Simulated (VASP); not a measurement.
**Ti: single point with PBEsol**

The system is Ti.

```
CELL_PARAMETERS angstrom
3.21023 3.21023 -3.21023
-3.21023 -3.21023 -3.21023
-3.21023 3.21023 3.21023
ATOMIC_POSITIONS crystal
Ti 0.00000 0.50000 0.00000
Ti 0.50000 0.50000 0.00000
Ti 0.00000 0.50000 0.50000
Ti 0.50000 0.50000 0.50000
Ti 0.00000 0.00000 0.00000
Ti 0.50000 0.00000 0.00000
Ti 0.00000 0.00000 0.50000
Ti 0.50000 0.00000 0.50000
```

This isn't the form of Ti at room conditions, which is hcp.

```yaml
Program: VASP 6.6.1
Task: single point
Functional: PBEsol
Potentials_or_basis: VASP PAW PBE potentials, release 64 (Ti_sv)
Cutoff: 550 eV
k_mesh: 8 × 8 × 8
Occupations: gaussian, width 0.15 eV
Spin: no spin polarisation
```

```
Pressure               : -0.3 GPa
Band gap on the k mesh : zero (bands 48 and 49 overlap by 1.18 eV)
```

Levels at points of the mesh, in eV from the Fermi level:
| k point | band 46 | band 47 | band 48 | band 49 | band 50 | band 51 |
| --- | --- | --- | --- | --- | --- | --- |
| (0.00, 0.00, 0.00) | -0.46 | -0.46 | 1.03 | 1.03 | 1.03 | 1.31 |
| (0.50, 0.00, 0.00) | -0.61 | -0.03 | -0.03 | -0.03 | -0.03 | 0.23 |
| (0.50, 0.50, 0.50) | 0.00 | 0.00 | 0.00 | 0.00 | 0.00 | 1.36 |

It took 3 min on 4 MPI ranks on Intel(R) Xeon(R) Platinum 8259CL CPU @ 2.50GHz (Skylake/Cascade Lake) (shared host), peak memory 0.6 GiB a rank.

Caveat: the PAW data sets were made with another functional, which shifts forces and pressure a little.
